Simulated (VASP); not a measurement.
# NaH3: single point with PBE

The system is NaH3.

```xyz
4
Lattice="2.2877 -2.2887 0.0008 2.2877 2.2887 0.0008 -1.9517 0.0000 5.7343" Properties=species:S:1:pos:R:3 pbc="T T T"
Na    0.0000    0.0000    0.0000
H     2.2877    0.0000    0.0008
H     3.3267    0.0000    2.6072
H    -0.7031    0.0000    3.1286
```

- Program: VASP 6.6.1
- Task: single point
- Functional: PBE
- Potentials or basis: VASP PAW PBE potentials, release 64 (Na_pv, H)
- Cutoff: 520 eV
- k mesh: 8 × 8 × 4
- Occupations: gaussian, width 0.02 eV
- Spin: no spin polarisation

```yaml
Pressure: -0.1 GPa
Largest_force: 0.011 eV/Å
Band_gap_on_the_k_mesh: 2.91 eV, indirect (least direct gap 4.02 eV)
```

Forces in eV/Å, atoms in the order of the input:
```
Na   0.000  0.000  0.000
H    0.000  0.000  0.000
H    0.008  0.000  0.007
H   -0.008  0.000 -0.007
```

Levels at points of the mesh, in eV from the valence-band top:
| k point | band 3 | band 4 | band 5 | band 6 | band 7 | band 8 |
| --- | --- | --- | --- | --- | --- | --- |
| (0.00, 0.00, 0.00) | -22.77 | -7.10 | -2.40 | 2.91 | 7.02 | 10.27 |
| (0.50, 0.00, 0.00) | -22.76 | -6.43 | -1.12 | 4.22 | 4.30 | 6.33 |
| (0.50, 0.50, 0.00) | -22.84 | -5.95 | 0.00 | 5.04 | 5.53 | 6.65 |
| (0.00, 0.00, 0.50) | -22.77 | -7.03 | -2.78 | 4.73 | 5.49 | 10.01 |
| (0.50, 0.00, 0.50) | -22.76 | -6.43 | -0.92 | 3.10 | 3.90 | 8.05 |
| (0.50, 0.50, 0.50) | -22.84 | -5.94 | -0.07 | 5.69 | 6.36 | 6.44 |

Run time: 22 s on 1 thread of Intel(R) Xeon(R) 6975P-C (Granite Rapids), with other jobs on the host, peak memory 0.19 GiB.

A k mesh can miss the band edges. Expect the measured gap to be larger: semilocal functionals such as PBE lack the derivative discontinuity.
